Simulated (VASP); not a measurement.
# BN (P-6m2) in VASP: a series of runs, part 2 of 2

VASP 6.6.1. The steps go on from the part before.

### 3 Electric field gradients, PBE

INCAR

```
PREC     = Accurate       # precision mode
ENCUT    = 520            # plane-wave cutoff, eV
EDIFF    = 1E-8           # SCF threshold, eV
ISMEAR   = -1             # smearing method
SIGMA    = 0.03           # smearing width, eV
LREAL    = False          # projectors in reciprocal space
LASPH    = True           # aspherical terms in the spheres
NELM     = 60             # most SCF steps
ALGO     = Normal         # electronic algorithm
ISIF     = 2              # what is computed and relaxed
LWAVE    = False          # write WAVECAR
LCHARG   = False          # write CHGCAR
GGA      = PE             # functional
LEFG     = True         
NBANDS   = 16             # bands
```

KPOINTS

```
regular mesh
0
Gamma
  11 11 4
```

POSCAR

```
BN
1.0
    2.5099983704      0.0000000000      0.0000000000
   -1.2549991852      2.1737223522      0.0000000000
    0.0000000000      0.0000000000      6.6900000000
B N
2 2
Direct
    0.0000000000      0.0000000000      0.5000000000
    0.3333333333      0.6666666667      0.0000000000
    0.0000000000      0.0000000000      0.0000000000
    0.6666666667      0.3333333333      0.5000000000
```

Potentials or basis: VASP PAW PBE potentials, release 64 (B, N).

The run is started by

```sh
> cat potpaw_PBE.64/B/POTCAR potpaw_PBE.64/N/POTCAR > POTCAR
> mpirun -np 1 vasp_std > vasp.out
```

OUTCAR:

```text
PREC = Accurate
   ENCUT = 520
   EDIFF = 1E-8
   ISMEAR = -1
   LREAL = False
   LASPH = True
   NELM = 60
   ISIF = 2
   GGA = PE

 ion  position               nearest neighbor table
   1  0.000  0.000  0.500-   4 1.45   4 1.45   4 1.45
   2  0.333  0.667  0.000-   3 1.45   3 1.45   3 1.45
   3  0.000  0.000  0.000-   2 1.45   2 1.45   2 1.45
   4  0.667  0.333  0.500-   1 1.45   1 1.45   1 1.45

  LATTYP: Found a hexagonal cell.
 ALAT       =     2.5099983704
 C/A-ratio  =     2.6653403759

  Lattice vectors:

 A1 = (   2.5099983704,   0.0000000000,   0.0000000000)
 A2 = (  -1.2549991852,   2.1737223522,   0.0000000000)
 A3 = (   0.0000000000,   0.0000000000,   6.6900000000)

Analysis of symmetry for initial positions (statically):
=====================================================================
 Subroutine PRICEL returns:
 Original cell was already a primitive cell.

 Routine SETGRP: Setting up the symmetry group for a
 hexagonal supercell.

 Subroutine GETGRP returns: Found 12 space group operations
[... 655 lines left out ...]
      0.00000      0.00000      3.34500        -0.000000      0.000000      0.000000
     -0.00000      1.44915      0.00000         0.000000     -0.000000      0.000000
      0.00000      0.00000      0.00000        -0.000000      0.000000      0.000000
      1.25500      0.72457      3.34500        -0.000000      0.000000      0.000000
 -----------------------------------------------------------------------------------
    total drift:                               -0.000001      0.000000      0.000000

  FREE ENERGIE OF THE ION-ELECTRON SYSTEM (eV)
  ---------------------------------------------------
  free  energy   TOTEN  =       -35.1610678758 eV

  energy  without entropy=      -35.1610678758  energy(sigma->0) =      -35.16106788

 Electric field gradients (V/A^2)
---------------------------------------------------------------------
 ion       V_xx      V_yy      V_zz      V_xy      V_xz      V_yz
---------------------------------------------------------------------
   1     -17.379   -17.379    34.757     0.000     0.000     0.000
   2     -17.327   -17.327    34.654    -0.000    -0.000    -0.000
   3      -1.147    -1.146     2.294     0.001     0.000    -0.000
   4      -0.485    -0.486     0.971    -0.001     0.000    -0.000
---------------------------------------------------------------------

 Electric field gradients after diagonalization (V/A^2)
 (convention: |V_zz| > |V_xx| > |V_yy|)
----------------------------------------------------------------------
 ion       V_xx      V_yy      V_zz     asymmetry (V_yy - V_xx)/ V_zz
----------------------------------------------------------------------
   1     -17.379   -17.379    34.757       0.000
   2     -17.327   -17.327    34.654       0.000
   3      -1.148    -1.146     2.294       0.001
   4      -0.487    -0.485     0.971       0.002
----------------------------------------------------------------------

           NMR quadrupolar parameters

 Cq : quadrupolar parameter    Cq=e*Q*V_zz/h
 eta: asymmetry parameters     (V_yy - V_xx)/ V_zz
 Q  : nuclear electric quadrupole moment in mb (millibarn)
----------------------------------------------------------------------
 ion       Cq(MHz)       eta       Q (mb)
----------------------------------------------------------------------
   1       0.084       0.000       1.000
   2       0.084       0.000       1.000
   3       0.006       0.001       1.000
   4       0.002       0.002       1.000
----------------------------------------------------------------------
```

OSZICAR:

```text
N       E                     dE             d eps       ncg     rms          rms(c)
DAV:   1     0.419588217796E+02    0.41959E+02   -0.77167E+03  1536   0.924E+02
DAV:   2    -0.356414086286E+02   -0.77600E+02   -0.70403E+02  2120   0.210E+02
DAV:   3    -0.386611680556E+02   -0.30198E+01   -0.30059E+01  2064   0.399E+01
DAV:   4    -0.386794512011E+02   -0.18283E-01   -0.18280E-01  1912   0.353E+00
DAV:   5    -0.386796202356E+02   -0.16903E-03   -0.16903E-03  1984   0.325E-01    0.112E+01
DAV:   6    -0.355084740999E+02    0.31711E+01   -0.51432E+00  1976   0.175E+01    0.503E+00
DAV:   7    -0.352395945899E+02    0.26888E+00   -0.56862E-01  2104   0.551E+00    0.315E+00
DAV:   8    -0.351647529309E+02    0.74842E-01   -0.23004E-01  1984   0.322E+00    0.469E-01
DAV:   9    -0.351601414988E+02    0.46114E-02   -0.15516E-02  1760   0.100E+00    0.194E-01
DAV:  10    -0.351609667091E+02   -0.82521E-03   -0.12569E-03  1960   0.275E-01    0.357E-02
DAV:  11    -0.351610523566E+02   -0.85647E-04   -0.87000E-05  1880   0.767E-02    0.237E-02
DAV:  12    -0.351610675667E+02   -0.15210E-04   -0.25144E-05  1720   0.351E-02    0.443E-03
DAV:  13    -0.351610677684E+02   -0.20168E-06   -0.10340E-06  2136   0.723E-03    0.115E-03
DAV:  14    -0.351610678600E+02   -0.91656E-07   -0.75288E-08  1752   0.216E-03    0.595E-04
DAV:  15    -0.351610678738E+02   -0.13827E-07   -0.21285E-08  2128   0.124E-03    0.124E-04
DAV:  16    -0.351610678758E+02   -0.19531E-08   -0.19037E-09   936   0.371E-04
   1 F= -.35161068E+02 E0= -.35161068E+02  d E =-.101495E-11
```

stdout:

```text
POSCAR found type information on POSCAR B N
 POSCAR found :  2 types and       4 ions
 scaLAPACK will be used
 LDA part: xc-table for (Slater+PW92), standard interpolation
 POSCAR, INCAR and KPOINTS ok, starting setup
 FFT: planning ... GRIDC
 FFT: planning ... GRID_SOFT
 FFT: planning ... GRID
 WAVECAR not read
 entering main loop
ion   1

ion   2

ion   3

ion   4
```

It took 14 s on 1 thread of Intel Xeon 6975P-C (Granite Rapids), shared host; peak memory 0.15 GiB.

What came out:

- Free energy: -35.1611 eV
- Pressure: 1.5 GPa
- Band gap on the k mesh: 4.45 eV, indirect (least direct gap 4.55 eV)

Electric field gradients, principal values (V/Å²):
```
atom    least   middle  greatest (by size)
 1 B  -17.379  -17.379              34.757
 2 B  -17.327  -17.327              34.654
 3 N   -1.146   -1.148               2.294
 4 N   -0.485   -0.487               0.971
```

Caveat: without QUAD_EFG the Cq values of the log hold for a quadrupole moment of 1 mb, not for the nuclei; this functional lacks dispersion, which binds the layers, so the pressure and a relaxed spacing across them are unreliable. A k mesh can miss the band edges.

### 4 Density of states, PBE

POSCAR is that of step 3.

INCAR.step1

```
ALGO = Normal ; EDIFF = 1E-7
ENCUT = 520 ; GGA = PE
ISIF = 2 ; ISMEAR = -1
LASPH = True ; LCHARG = True
LREAL = False ; LWAVE = False
NBANDS = 16 ; NELM = 80
PREC = Accurate ; SIGMA = 0.03
```

KPOINTS.step1

```
k-points
0
Gamma
  11 11 4
```

INCAR.step2

```
ALGO = Normal ; EDIFF = 1E-7
ENCUT = 520 ; GGA = PE
ICHARG = 11 ; ISIF = 2
ISMEAR = -5 ; LASPH = True
LCHARG = False ; LORBIT = 10
LREAL = False ; LWAVE = False
NEDOS = 2001 ; NELM = 80
PREC = Accurate ; SIGMA = 0.03
```

KPOINTS.step2

```
k-points
0
Gamma
  17 17 6
```

The run is started by

```sh
> cat potpaw_PBE.64/B/POTCAR potpaw_PBE.64/N/POTCAR > POTCAR
> cp INCAR.step1 INCAR
> cp KPOINTS.step1 KPOINTS
> mpirun -np 1 vasp_std > vasp.out
> cp INCAR.step2 INCAR
> cp KPOINTS.step2 KPOINTS
> mpirun -np 1 vasp_std > vasp.out
```

It took 26 s on 1 thread of Intel Xeon 6975P-C (Granite Rapids), shared host; peak memory 0.17 GiB.

Results (log left out):

```yaml
Valence_electrons_inside_the_program's_atomic_spheres: B 2.16; N 4.01, 4.02
```

Levels at points of the mesh, in eV from the valence-band top:
| k point | band 6 | band 7 | band 8 | band 9 | band 10 | band 11 |
| --- | --- | --- | --- | --- | --- | --- |
| (0.00, 0.00, 0.00) | -1.41 | -1.30 | -1.30 | 5.17 | 10.12 | 11.46 |
| (0.00, 0.00, 0.50) | -1.41 | -1.31 | -1.31 | 7.46 | 7.49 | 11.50 |

Caveat: this functional lacks dispersion, which binds the layers, so the pressure and a relaxed spacing across them are unreliable.
